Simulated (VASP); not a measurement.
Wanted: the native input for a VASP 6.6.1 run.

* Task: single point
* Functional: HSE06
* Potentials or basis: VASP PAW PBE potentials, release 64 (C, Be)
* Cutoff: 520 eV
* k mesh: 8 × 8 × 8
* Occupations: gaussian, width 0.01 eV
* Spin: no spin polarisation
* Dipole correction: no
* Grid for exact exchange (PRECFOCK): Normal
* Further INCAR settings: ALGO = Normal; EDIFF = 1e-06; NBANDS = 11
* Share of exact exchange: 0.25
* Screening parameter: 0.2079 1/Å

Crystal: Be2C.

```xyz
3
Lattice="0.0000 2.2469 2.2469 2.2469 0.0000 2.2469 2.2469 2.2469 0.0000" Properties=species:S:1:pos:R:3 pbc="T T T"
C     0.0000    0.0000    0.0000
Be    1.1235    1.1235    1.1235
Be    3.3704    3.3704    3.3704
```

This cell differs from its parent crystal: strain +4.0%.

These files were run (other wordings do the same):

POSCAR

```
Be2C
1.0
    0.0000000000      2.2469050640      2.2469050640
    2.2469050640      0.0000000000      2.2469050640
    2.2469050640      2.2469050640      0.0000000000
C Be
1 2
Direct
    0.0000000000      0.0000000000      0.0000000000
    0.2500000000      0.2500000000      0.2500000000
    0.7500000000      0.7500000000      0.7500000000
```

INCAR.step1

```
  PREC = Accurate
  ENCUT = 520
  EDIFF = 1E-5
  ISMEAR = 0
  SIGMA = 0.01
  LREAL = False
  LASPH = True
  NELM = 120
  ALGO = Normal
  ISIF = 2
  LWAVE = True
  LCHARG = False
  GGA = PE
  NBANDS = 11
  GGA_COMPAT = False
```

INCAR.step2

```
  PREC = Accurate
  ENCUT = 520
  EDIFF = 1E-6
  ISMEAR = 0
  SIGMA = 0.01
  LREAL = False
  LASPH = True
  NELM = 120
  ALGO = Normal
  ISIF = 2
  LWAVE = False
  LCHARG = False
  GGA = PE
  LHFCALC = True
  HFSCREEN = 0.2079
  PRECFOCK = Normal
  ISTART = 1
  NBANDS = 11
  GGA_COMPAT = False
```

KPOINTS

```
regular mesh
0
Gamma
  8 8 8
```

Potentials or basis: VASP PAW PBE potentials, release 64 (C, Be).

Run with:

```console
$ cat potpaw_PBE.64/C/POTCAR potpaw_PBE.64/Be/POTCAR > POTCAR
$ cp INCAR.step1 INCAR
$ mpirun -np 1 vasp_std > vasp.out
$ cp INCAR.step2 INCAR
$ mpirun -np 1 vasp_std > vasp.out
```

It gave:

```json
{
 "Pressure": "-21.6 GPa",
 "Band gap on the k mesh": "1.82 eV (least direct gap 4.87 eV)"
}
```

Caveat: the cell differs from its parent crystal (strain +4.0%); the cell stands under tension; the PAW data sets were made with another functional, which shifts forces and pressure a little.

It took 12 min on 1 thread of Intel(R) Xeon(R) 6975P-C (Granite Rapids), on a shared host, peak memory 0.26 GiB.
